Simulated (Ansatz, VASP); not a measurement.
**Se in VASP and in Ansatz**

```
Se
1.0
    -5.05669    4.71126    1.38193
     4.71126   -5.05669    1.38193
     3.47891    3.47891   -2.01458
Se
2
Direct
  0.08746 0.91254 0.00000
  0.66254 0.33746 0.50000
```

Alike in both runs: task single point; functional BLYP; k mesh 14 × 14 × 8; occupations fermi-dirac, width 0.1 eV; no spin polarisation.

```csv
,VASP,Ansatz
version,VASP 6.6.1,Ansatz 0.2.0
potentials or method,"VASP PAW PBE potentials, release 64 (Se), cutoff 520 eV","plane waves (420 eV) with PAW, scalar-relativistic"
valence electrons in the cell,12,32
```

|  | VASP | Ansatz | Ansatz less VASP |
| --- | --- | --- | --- |
| pressure (GPa) | 4.3 | 4.2 | -0.14 |
| traceless stress, the component that is largest in VASP (GPa) | 2.88 | 2.78 | -0.099 |

VASP's potentials were made for PBE, not for BLYP. VASP's potentials hold 12 valence electrons a cell and Ansatz's 32, so a difference there can come from the potentials and not from the codes. Ansatz's warnings: xc potential rough in thin density.
